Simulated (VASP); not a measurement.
# InCoB3 (Cmcm) in VASP: a series of runs, part 2 of 2

VASP 6.6.1.

### 4 Single point, RPBE

INCAR reads:

```
SYSTEM = InCoB3
ALGO     = Normal         ! electronic algorithm
EDIFF    = 1E-6           ! SCF threshold, eV
ENCUT    = 520            ! plane-wave cutoff, eV
GGA      = RP             ! functional
ISIF     = 2              ! what is computed and relaxed
ISMEAR   = 0              ! smearing method
LASPH    = .TRUE.         ! aspherical terms in the spheres
LCHARG   = .TRUE.         ! write CHGCAR
LELF     = .TRUE.         ! ELF
LREAL    = .FALSE.        ! projectors in reciprocal space
LVHAR    = .TRUE.       
LWAVE    = .FALSE.        ! write WAVECAR
NBANDS   = 42             ! bands
NELM     = 60             ! most SCF steps
PREC     = Accurate       ! precision mode
SIGMA    = 0.0536         ! smearing width, eV
```

KPOINTS reads:

```
k-points
0
G
  6 6 6
  0 0 0
```

POSCAR reads:

```
InCoB3
1.0
    3.3244960000      0.0000000000      0.0000000000
    1.6622480000     -9.5962020000      0.0000000000
    0.0000000000      0.0000000000     -3.2588810000
Co B In
2 6 2
Direct
    0.2050000000      0.5900000000      0.7500000000
    0.7950000000      0.4100000000      0.2500000000
    0.6530000000      0.6940000000      0.7500000000
    0.3470000000      0.3060000000      0.2500000000
    0.3260000000      0.3480000000      0.7500000000
    0.6740000000      0.6520000000      0.2500000000
    0.5250000000      0.9500000000      0.7500000000
    0.4750000000      0.0500000000      0.2500000000
    0.9280000000      0.1440000000      0.7500000000
    0.0720000000      0.8560000000      0.2500000000
```

Potentials or basis: VASP PAW PBE potentials, release 64 (Co, B, In_d).

Launch:

```
$ cat potpaw_PBE.64/Co/POTCAR potpaw_PBE.64/B/POTCAR potpaw_PBE.64/In_d/POTCAR > POTCAR
$ mpirun -np 1 vasp_std > vasp.out
```

OUTCAR:

```text
SYSTEM = InCoB3
   EDIFF = 1E-6
   ENCUT = 520
   GGA = RP
   ISIF = 2
   ISMEAR = 0
   LASPH = .TRUE.
   LREAL = .FALSE.
   NELM = 60
   PREC = Accurate

 ion  position               nearest neighbor table
   1  0.205  0.590  0.750-   3 1.94   3 1.94   5 2.32   6 2.40   6 2.40   6 2.40   6 2.40   2 2.90
                             2 2.90   2 2.90   2 2.90  10 3.03  10 3.03
   2  0.795  0.410  0.250-   4 1.94   4 1.94   6 2.32   5 2.40   5 2.40   5 2.40   5 2.40   1 2.90
                             1 2.90   1 2.90   1 2.90   9 3.03   9 3.03
   3  0.653  0.694  0.750-   6 1.68   6 1.68   1 1.94   1 1.94  10 2.80  10 2.80  10 2.80  10 2.80
[... 1317 lines left out ...]
  external PRESSURE =      57.7813332 kB  Pullay stress =       0.0000000 kB

 VOLUME and BASIS-vectors are now :
 -----------------------------------------------------------------------------
  energy-cutoff  :      520.00
  volume of cell :      103.97
      direct lattice vectors                 reciprocal lattice vectors
     3.324496000  0.000000000  0.000000000     0.300797474  0.052103947  0.000000000
     1.662248000 -9.596202000  0.000000000     0.000000000 -0.104207894  0.000000000
     0.000000000  0.000000000 -3.258881000     0.000000000  0.000000000 -0.306853794

 POSITION                                       TOTAL-FORCE (eV/Angst)
 -----------------------------------------------------------------------------------
      1.66225     -5.66176     -2.44416         0.000000      2.039476      0.000000
      3.32450     -3.93444     -0.81472         0.000000     -2.039476      0.000000
      3.32450     -6.65976     -2.44416         0.000000     -1.391385     -0.000000
      1.66225     -2.93644     -0.81472         0.000000      1.391385      0.000000
      1.66225     -3.33948     -2.44416         0.000000     -1.909494      0.000000
      3.32450     -6.25672     -0.81472         0.000000      1.909494      0.000000
      3.32450     -9.11639     -2.44416         0.000000     -1.397054      0.000000
      1.66225     -0.47981     -0.81472        -0.000000      1.397054     -0.000000
      3.32450     -1.38185     -2.44416         0.000000     -1.522853     -0.000000
      1.66225     -8.21435     -0.81472         0.000000      1.522853      0.000000
 -----------------------------------------------------------------------------------
    total drift:                                0.000000     -0.000000      0.000000

  FREE ENERGIE OF THE ION-ELECTRON SYSTEM (eV)
  ---------------------------------------------------
  free  energy   TOTEN  =       -49.3610667649 eV

  energy  without entropy=      -49.3520760391  energy(sigma->0) =      -49.35657140
```

It took 3.4 min on 1 thread of AMD EPYC 9R45 (Zen 5), shared host; peak memory 0.31 GiB.

Results:

```
Free energy            : -49.3611 eV
Pressure               : 5.8 GPa
Largest force          : 2.039 eV/Å
Band gap on the k mesh : zero (bands 31 and 32 overlap by 1.37 eV)
```

Forces in eV/Å, atoms in the order of the input:
```
Co   0.000  2.039  0.000
Co   0.000 -2.039  0.000
B    0.000 -1.391  0.000
B    0.000  1.391  0.000
B    0.000 -1.909  0.000
B    0.000  1.909  0.000
B    0.000 -1.397  0.000
B    0.000  1.397  0.000
In   0.000 -1.523  0.000
In   0.000  1.523  0.000
```

Stress tensor (GPa, compression positive):
```
19.03  0.00  0.00
 0.00  8.22  0.00
 0.00  0.00 -9.92
```

Levels at points of the mesh, in eV from the Fermi level:
```tsv
k point	band 29	band 30	band 31	band 32	band 33	band 34
(0.00, 0.00, 0.00)	-0.54	0.07	0.27	1.47	1.69	1.97
(0.50, 0.00, 0.00)	-0.94	-0.77	-0.14	0.31	0.33	1.68
(0.00, 0.50, 0.00)	-0.53	-0.28	0.09	1.25	1.83	1.97
(0.00, 0.00, 0.50)	-0.30	-0.30	1.01	1.01	2.81	2.81
(0.50, 0.00, 0.50)	-1.16	-1.16	-0.28	-0.28	0.30	0.30
(0.00, 0.50, 0.50)	-0.08	-0.08	1.03	1.03	1.65	1.65
```

Caveat: the stress differs along the axes, from -10 to 19 GPa; the PAW data sets were made with another functional, which shifts forces and pressure a little; spin-orbit coupling is left out, which moves the levels of the heavy elements; the run has no spin polarisation, though such a crystal can be magnetic. Spin polarisation is off, so any magnetic state and its effect on volume and gap are missing.

### 5 Single point, LDA

INCAR reads:

```
ALGO = Normal
EDIFF = 1E-7
ENCUT = 520
GGA = CA
ISIF = 2
ISMEAR = 0
LASPH = T
LCHARG = F
LREAL = F
LWAVE = F
NBANDS = 42
NELM = 60
PREC = Accurate
SIGMA = 0.0536
```

KPOINTS reads:

```
k-points
0
Gamma
  6 6 6
```

POSCAR is that of step 4.

Potentials or basis: VASP PAW LDA potentials, release 64 (Co, B, In_d).

Launch:

```
$ cat potpaw_LDA.64/Co/POTCAR potpaw_LDA.64/B/POTCAR potpaw_LDA.64/In_d/POTCAR > POTCAR
$ mpirun -np 1 vasp_std > vasp.out
```

It took 3.9 min on 1 thread of AMD EPYC 9R45 (Zen 5), shared host; peak memory 0.28 GiB.

It converged, with:

| Quantity | Value |
| --- | --- |
| Free energy | -61.3334 eV |
| Pressure | -7.1 GPa |
| Largest force | 1.916 eV/Å |
| Band gap on the k mesh | zero (bands 31 and 32 overlap by 1.38 eV) |

Forces in eV/Å, atoms in the order of the input:
```
Co   0.000  1.760  0.000
Co   0.000 -1.760  0.000
B    0.000 -0.952  0.000
B    0.000  0.952  0.000
B    0.000 -1.916  0.000
B    0.000  1.916  0.000
B    0.000 -1.530  0.000
B    0.000  1.530  0.000
In   0.000 -1.439  0.000
In   0.000  1.439  0.000
```

Stress tensor (GPa, compression positive):
```
  4.91   0.00   0.00
  0.00  -4.26   0.00
  0.00   0.00 -22.03
```

Levels at points of the mesh, in eV from the Fermi level:
| k point | band 27 | band 28 | band 29 | band 30 | band 31 | band 32 | band 33 | band 34 | band 35 | band 36 |
| --- | --- | --- | --- | --- | --- | --- | --- | --- | --- | --- |
| (0.00, 0.00, 0.00) | -1.01 | -0.90 | -0.56 | 0.08 | 0.29 | 1.49 | 1.69 | 2.07 | 2.29 | 3.23 |
| (0.50, 0.00, 0.00) | -1.38 | -0.94 | -0.93 | -0.78 | -0.09 | 0.29 | 0.31 | 1.71 | 2.84 | 3.19 |
| (0.00, 0.50, 0.00) | -1.01 | -0.90 | -0.52 | -0.28 | 0.10 | 1.23 | 1.83 | 2.06 | 2.78 | 3.51 |
| (0.00, 0.00, 0.50) | -0.68 | -0.68 | -0.29 | -0.29 | 1.02 | 1.02 | 2.70 | 2.70 | 3.06 | 3.06 |
| (0.50, 0.00, 0.50) | -1.81 | -1.81 | -1.15 | -1.15 | -0.30 | -0.30 | 0.29 | 0.29 | 1.23 | 1.23 |
| (0.00, 0.50, 0.50) | -0.54 | -0.54 | -0.07 | -0.07 | 1.03 | 1.03 | 1.62 | 1.62 | 3.20 | 3.20 |

Caveat: the stress differs along the axes, from -22 to 5 GPa; spin-orbit coupling is left out, which moves the levels of the heavy elements; the run has no spin polarisation, though such a crystal can be magnetic; forces of over 1 eV/Å act on the atoms, so gaps and moduli don't describe the material at rest. Spin polarisation is off, so any magnetic state and its effect on volume and gap are missing.

### 6 Summary

| level | potentials or basis | gap on the mesh (eV) | pressure (GPa) | largest force (eV/Å) |
| --- | --- | --- | --- | --- |
| PBE | VASP PAW PBE potentials, release 64 (Co, B, In_d) | none | 2.2 | 1.98 |
| RPBE | VASP PAW PBE potentials, release 64 (Co, B, In_d) | none | 5.8 | 2.04 |
| LDA | VASP PAW LDA potentials, release 64 (Co, B, In_d) | none | -7.1 | 1.92 |

Alike in all rows: task single point; no spin polarisation; cell as given; k mesh 6 × 6 × 6; cutoff (eV) 520; smearing gaussian 0.0536 eV.

Caveats: spin-orbit coupling is left out, which moves the levels of the heavy elements; the run has no spin polarisation, though such a crystal can be magnetic; forces of over 1 eV/Å act on the atoms, so gaps and moduli don't describe the material at rest (at least some runs); the stress differs along the axes, from -14 to 15 GPa (at least some runs); the stress differs along the axes, from -10 to 19 GPa (at least some runs); the PAW data sets were made with another functional, which shifts forces and pressure a little (at least some runs); the stress differs along the axes, from -22 to 5 GPa (at least some runs).

Absolute energies hang on the potentials; compare differences alone.
